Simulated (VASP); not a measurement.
Write the native input for VASP 6.6.1 that does the following.

```
Task                   : single point
Functional             : PBEsol
Potentials or basis    : VASP PAW PBE potentials, release 64 (Al, P)
Cutoff                 : 500 eV
k mesh                 : 8 × 8 × 8
Occupations            : gaussian, width 0.01 eV
Spin                   : no spin polarisation
Dipole correction      : no
Further INCAR settings : ALGO = Normal; EDIFF = 1e-06; NBANDS = 11
```

The structure of AlP lies in POSCAR:

```
AlP
1.0
    0.0000000000      2.6174544604      2.6174544604
    2.6174544604      0.0000000000      2.6174544604
    2.6174544604      2.6174544604      0.0000000000
Al P
1 1
Direct
    0.0000000000      0.0000000000      0.0000000000
    0.7500000000      0.7500000000      0.7500000000
```

The input as run:

INCAR

```
SYSTEM = AlP
  PREC = Accurate
  ENCUT = 500
  EDIFF = 1E-6
  ISMEAR = 0
  SIGMA = 0.01
  LREAL = .False.
  LASPH = .True.
  NELM = 120
  ALGO = Normal
  ISIF = 2
  LWAVE = .False.
  LCHARG = .True.
  GGA = PS
  LELF = .True.
  LVHAR = .True.
  NBANDS = 11
  GGA_COMPAT = .False.
```

KPOINTS

```
regular mesh
0
Gamma
  8 8 8
  0 0 0
```

Potentials or basis: VASP PAW PBE potentials, release 64 (Al, P).

Run with:

```bash
$ cat potpaw_PBE.64/Al/POTCAR potpaw_PBE.64/P/POTCAR > POTCAR
$ mpirun -np 1 vasp_std > vasp.out
```

It gave:

| Item | Value |
| --- | --- |
| Pressure | 15.1 GPa |
| Band gap on the k mesh | 1.16 eV (least direct gap 3.56 eV) |

Caveat: the cell stands under pressure; the PAW data sets were made with another functional, which shifts forces and pressure a little.

It took 11 s on 1 thread of Intel(R) Xeon(R) Platinum 8375C CPU @ 2.90GHz (Ice Lake) (shared host), peak memory 0.15 GiB.
